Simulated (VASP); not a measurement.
SiNi, 4 atoms in the cell. Symmetry: Pmmn, No. 59, orthorhombic system. The conventional cell has a = 2.883 Å, b = 3.213 Å, c = 4.582 Å, α = 90.00°, β = 90.00°, γ = 90.00°. Ni (site symmetry mm2) has 6 Si at 2.29 to 2.32 Å and 6 Ni at 2.60 to 2.88 Å within 3.0 Å. Si (site symmetry mm2) has 6 Ni at 2.29 to 2.32 Å and 6 Si at 2.59 to 2.88 Å within 3.0 Å. 

| Quantity | Value |
| --- | --- |
| Program | VASP 6.6.1 |
| Task | single point |
| Functional | PBEsol |
| Potentials or basis | VASP PAW PBE potentials, release 64 (Ni, Si) |
| Cutoff | 520 eV |
| k mesh | 9 × 8 × 6 |
| Occupations | fermi-dirac, width 0.05 eV |
| Spin | collinear spin, ferromagnetic start |
| Starting moments | [1.0, 1.0, 0.0, 0.0] μB |
| Dipole correction | no |
| Further INCAR settings | ALGO = Normal; EDIFF = 1e-06; NBANDS = 26 |

Potentials or basis: VASP PAW PBE potentials, release 64 (Ni, Si).

The run is started by

```sh
$ cat potpaw_PBE.64/Ni/POTCAR potpaw_PBE.64/Si/POTCAR > POTCAR
$ mpirun -np 1 vasp_std > vasp.out
```

Hardware: 1 thread of Intel(R) Xeon(R) 6975P-C (Granite Rapids), on a shared host.

**Question.** How long does it take, and how much memory?

**Answer.** Wall time 77 s on 1 thread of Intel(R) Xeon(R) 6975P-C (Granite Rapids) (shared host), peak memory 0.28 GiB. Counts: scf iterations 15, k points 100.
